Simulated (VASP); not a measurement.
HfBeP2: relaxation of cell and atoms with PBE

HfBeP2:

```xyz
4
Lattice="3.9940 0.0000 0.0000 -1.9970 3.4589 0.0000 0.0000 0.0000 4.7247" Properties=species:S:1:pos:R:3 pbc="T T T"
Hf    0.0000    0.0000    2.3624
Be    0.0000    0.0000    0.0000
P     0.0000    2.3059    0.0000
P     1.9970    1.1530    0.0000
```

The cell was built from a structure type or drawn by symmetry, and may not be a known phase.

| Quantity | Value |
| --- | --- |
| Program | VASP 6.6.1 |
| Task | relaxation of cell and atoms |
| Functional | PBE |
| Potentials or basis | VASP PAW PBE potentials, release 64 (Hf_pv, Be, P) |
| Cutoff | 600 eV |
| k mesh | 12 × 12 × 10 |
| Occupations | gaussian, width 0.1 eV |
| Spin | no spin polarisation |
| Dipole correction | no |
| Further INCAR settings | ALGO = Normal; EDIFF = 1e-06; IBRION = 2; EDIFFG = -0.01; NSW = 100; ISIF = 3 |

```yaml
Relaxed_volume: 16.44 Å³/atom
Relaxed_cell: a = 4.024 Å, b = 4.024 Å, c = 4.690 Å, α = 90.00°, β = 90.00°, γ = 120.00°
Space_group_after_relaxing_to_0.1_Å: P6/mmm (No. 191)
Energy_gained_by_relaxing: 1.5 meV/atom
Ionic_steps: 4
Pressure_after_relaxing: 0.0 GPa
Band_gap_on_the_k_mesh: zero (bands 11 and 12 overlap by 2.39 eV)
```

Step by step:
```tsv
step	energy change (eV)	largest force (eV/Å)	pressure (GPa)	volume (Å³)
1	0.0000	0.0000	0.69	65.27
2	-0.0056	0.0000	-0.17	65.93
3	-0.0056	0.0000	-0.25	65.99
4	-0.0059	0.0000	-0.01	65.78
```

Final structure:
```
CELL_PARAMETERS angstrom
4.02441 0.00000 0.00000
-2.01221 3.48524 0.00000
0.00000 0.00000 4.68959
ATOMIC_POSITIONS crystal
Hf 0.00000 0.00000 0.50000
Be 0.00000 0.00000 0.00000
P 0.33333 0.66667 0.00000
P 0.66667 0.33333 0.00000
```

Levels at points of the mesh, in eV from the Fermi level:
| k point | band 8 | band 9 | band 10 | band 11 | band 12 | band 13 | band 14 | band 15 |
| --- | --- | --- | --- | --- | --- | --- | --- | --- |
| (0.00, 0.00, 0.00) | -5.25 | -3.18 | -3.18 | -3.12 | -1.10 | 0.85 | 0.85 | 1.00 |
| (0.50, 0.00, 0.00) | -4.52 | -2.30 | -0.89 | 0.05 | 0.92 | 1.58 | 1.81 | 2.41 |
| (0.00, 0.00, 0.50) | -5.14 | -3.82 | -3.82 | -1.60 | 0.04 | 0.04 | 1.28 | 2.55 |
| (0.50, 0.00, 0.50) | -4.67 | -4.33 | -1.82 | 1.09 | 1.60 | 2.19 | 2.31 | 3.00 |

Wall time 100 s on 1 thread of Intel(R) Xeon(R) 6975P-C (Granite Rapids) (shared host), peak memory 0.32 GiB.

Caveat: spin-orbit coupling is left out, which moves the levels of the heavy elements.
